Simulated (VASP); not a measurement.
A run of VASP 6.6.1 is set up as follows.

The input POSCAR:

```
Al2O3
1.0
    7.0899410000      0.0000000000      0.0000000000
    0.0000000000      4.8469330000      0.0000000000
    0.0000000000      0.0000000000      4.9854040000
Al O
8 12
Direct
    0.3912555892      0.2519685080      0.0300261725
    0.6087444108      0.2519685080      0.4699738275
    0.1087444108      0.2480314920      0.5300261725
    0.8912555892      0.2480314920      0.9699738275
    0.6087444108      0.7480314920      0.9699738275
    0.3912555892      0.7480314920      0.5300261725
    0.8912555892      0.7519685080      0.4699738275
    0.1087444108      0.7519685080      0.0300261725
    0.6538835625      0.1069511841      0.1014615761
    0.3461164375      0.1069511841      0.3985384239
    0.8461164375      0.3930488159      0.6014615761
    0.1538835625      0.3930488159      0.8985384239
    0.3461164375      0.8930488159      0.8985384239
    0.6538835625      0.8930488159      0.6014615761
    0.1538835625      0.6069511841      0.3985384239
    0.8461164375      0.6069511841      0.1014615761
    0.0000000000      0.0489841667      0.2500000000
    0.5000000000      0.4510158333      0.7500000000
    0.0000000000      0.9510158333      0.7500000000
    0.5000000000      0.5489841667      0.2500000000
```

Contents of INCAR.step1:

```
SYSTEM = Al2O3
PREC = Accurate
ENCUT = 520
ISMEAR = -1
SIGMA = 0.01
LREAL = Auto
LASPH = .TRUE.
NELM = 80
NBANDS = 64
GGA = PE
ALGO = Normal
EDIFF = 1E-4
LWAVE = .TRUE.
LCHARG = .FALSE.
```

INCAR.step2

```
SYSTEM = Al2O3
PREC = Accurate
ENCUT = 520
EDIFF = 1E-6
ISMEAR = -1
SIGMA = 0.01
LREAL = Auto
LASPH = .TRUE.
NELM = 80
ALGO = Normal
ISIF = 2
LWAVE = .FALSE.
LCHARG = .FALSE.
METAGGA = R2SCAN
LMIXTAU = .TRUE.
NBANDS = 64
ISTART = 1
```

KPOINTS

```
regular mesh
0
G
  4 5 5
  0 0 0
```

Potentials or basis: VASP PAW PBE potentials, release 64 (Al, O).

Launch:

```sh
$ cat potpaw_PBE.64/Al/POTCAR potpaw_PBE.64/O/POTCAR > POTCAR
$ cp INCAR.step1 INCAR
$ mpirun -np 1 vasp_std > vasp.out
$ cp INCAR.step2 INCAR
$ mpirun -np 1 vasp_std > vasp.out
```

Estimate the largest force.

0.016 eV/Å.

Estimate the pressure.

-7.7 GPa.

Predict the band gap on the k mesh.

6.22 eV.

Stress tensor (GPa, compression positive):
```
-7.86  0.00  0.00
 0.00 -7.91  0.00
 0.00  0.00 -7.45
```

Caveat: the cell stands under tension; the PAW data sets were made with another functional, which shifts forces and pressure a little. A k mesh can miss the band edges.
